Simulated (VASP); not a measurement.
HgTe:

```
CELL_PARAMETERS angstrom
2.99252 -3.46693 0.00000
2.99252 3.46693 0.00000
0.00000 0.00000 5.79816
ATOMIC_POSITIONS crystal
Hg 0.65695 0.34305 0.25000
Hg 0.34305 0.65695 0.75000
Te 0.21519 0.78481 0.25000
Te 0.78481 0.21519 0.75000
```

Base run:

- Program: VASP 6.6.1
- Functional: PBE
- Potentials or basis: VASP PAW PBE potentials, release 64 (Hg, Te)
- Cutoff: 520 eV
- k mesh: 6 × 6 × 5
- Occupations: fermi-dirac, width 0.05 eV
- Spin: no spin polarisation

Its results: band gap on the k mesh zero (band 18 reaches 4.20 eV, above the bottom of band 19 at 2.17 eV); pressure -0.2 GPa; largest force 0.086 eV/Å.

Problem. The run is repeated on the same cell with these changes: functional from PBE to r2SCAN. What comes out?

Solution. Band gap on the k mesh zero (band 18 reaches 4.01 eV, above the bottom of band 19 at 2.01 eV); pressure -1.3 GPa; largest force 0.174 eV/Å.

Caveats: spin-orbit coupling is left out, which moves the levels of the heavy elements; the PAW data sets were made with another functional, which shifts forces and pressure a little (some runs).
